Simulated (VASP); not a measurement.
Input of a VASP 6.6.1 run:

File INCAR:

```
SYSTEM = Rh
PREC = Accurate
ENCUT = 520
EDIFF = 1E-6
ISMEAR = -1
SIGMA = 0.1
LREAL = .FALSE.
LASPH = .TRUE.
NELM = 60
ALGO = Normal
ISIF = 2
LWAVE = .FALSE.
LCHARG = .TRUE.
GGA = PS
LELF = .TRUE.
LVHAR = .TRUE.
NBANDS = 22
```

Contents of KPOINTS:

```
regular mesh
0
G
  19 19 11
  0 0 0
```

POSCAR

```
Rh
1.0
    2.2614747766      0.0000000000      0.0000000000
   -1.1307373883      1.9584946065      0.0000000000
    0.0000000000      0.0000000000      3.6848788826
Rh
2
Direct
    0.3333333333      0.6666666667      0.2500000000
    0.6666666667      0.3333333333      0.7500000000
```

Potentials or basis: VASP PAW PBE potentials, release 64 (Rh_pv).

Command:

```sh
$ cat potpaw_PBE.64/Rh_pv/POTCAR > POTCAR
$ mpirun -np 1 vasp_std > vasp.out
```

What does it give for the pressure?

515.7 GPa.

Estimate the band gap on the k mesh.

zero (band 15 reaches 26.05 eV, above the bottom of band 16 at 20.89 eV).

Stress tensor (GPa, compression positive):
```
515.57   0.00   0.00
  0.00 515.57   0.00
  0.00   0.00 515.86
```

Caveat: the PAW data sets were made with another functional, which shifts forces and pressure a little.
